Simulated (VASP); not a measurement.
Here is a VASP 6.6.1 calculation.

Contents of INCAR:

```
SYSTEM = Be3Se2S
PREC = Accurate ; ENCUT = 520
EDIFF = 1E-6 ; ISMEAR = 0
SIGMA = 0.02 ; LREAL = .FALSE.
LASPH = .TRUE. ; NELM = 100
ALGO = Normal ; ISIF = 2
LWAVE = .FALSE. ; LCHARG = .FALSE.
GGA = PE ; NBANDS = 21
```

File KPOINTS:

```
Automatic mesh
0
G
  10 10 10
  0 0 0
```

Contents of POSCAR:

```
Be3Se2S
1.0
   -1.7955438229      1.7955438229      7.6120895657
    1.7955438229     -1.7955438229      7.6120895657
    1.7955438229      1.7955438229     -7.6120895657
Be Se S
3 2 1
Direct
    0.7500000000      0.2500000000      0.5000000000
    0.0772753300      0.5772753300      0.5000000000
    0.4227246700      0.9227246700      0.5000000000
    0.6638743690      0.6638743690      0.0000000000
    0.3361256310      0.3361256310      0.0000000000
    0.0000000000      0.0000000000      0.0000000000
```

Potentials or basis: VASP PAW PBE potentials, release 64 (Be, Se, S).

Command:

```console
$ cat potpaw_PBE.64/Be/POTCAR potpaw_PBE.64/Se/POTCAR potpaw_PBE.64/S/POTCAR > POTCAR
$ mpirun -np 1 vasp_std > vasp.out
```

**Question.** Predict the pressure.

**Answer.** 0.1 GPa.

**Question.** Predict the largest force.

**Answer.** 0.012 eV/Å.

Forces on the atoms (eV/Å):
```
Be   0.000  0.000  0.000
Be   0.000  0.000 -0.012
Be   0.000  0.000  0.012
Se   0.000  0.000 -0.001
Se   0.000  0.000  0.001
S    0.000  0.000  0.000
```
